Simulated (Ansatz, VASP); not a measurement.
**Two plane-wave programs on BC**

```
CELL_PARAMETERS angstrom
3.71872 0.00000 0.00000
0.00000 3.37657 0.00000
0.00000 0.00000 1.99624
ATOMIC_POSITIONS crystal
B 0.25000 0.00000 0.99999
B 0.75000 0.00000 0.00001
C 0.25000 0.50000 0.00002
C 0.75000 0.50000 0.99998
```

Alike in both runs: functional PBE; k mesh 6 × 6 × 8; occupations gaussian, width 0.1 eV; no spin polarisation.

Ansatz relaxed the structure, and its values are those at the end. VASP's run is a single point on that final structure, the one shown.

```csv
,VASP,Ansatz
version,VASP 6.6.1,Ansatz 0.2.0
potentials or method,"VASP PAW PBE potentials, release 64 (B, C), cutoff 600 eV","scalar-relativistic, plane waves, PAW"
valence electrons in the cell,14,14
```

|  | VASP | Ansatz | Ansatz less VASP |
| --- | --- | --- | --- |
| gap on the k mesh at the Fermi level (eV) | none | none | - |
| pressure (GPa) | -0.1 | 0.0 | +0.08 |

A gap of «none» marks a metal or a gap that the smearing closes. With one functional, cell and mesh, what is left measures potentials, basis and numerics.

The k mesh is coarse, so the values compare programs but aren't converged.
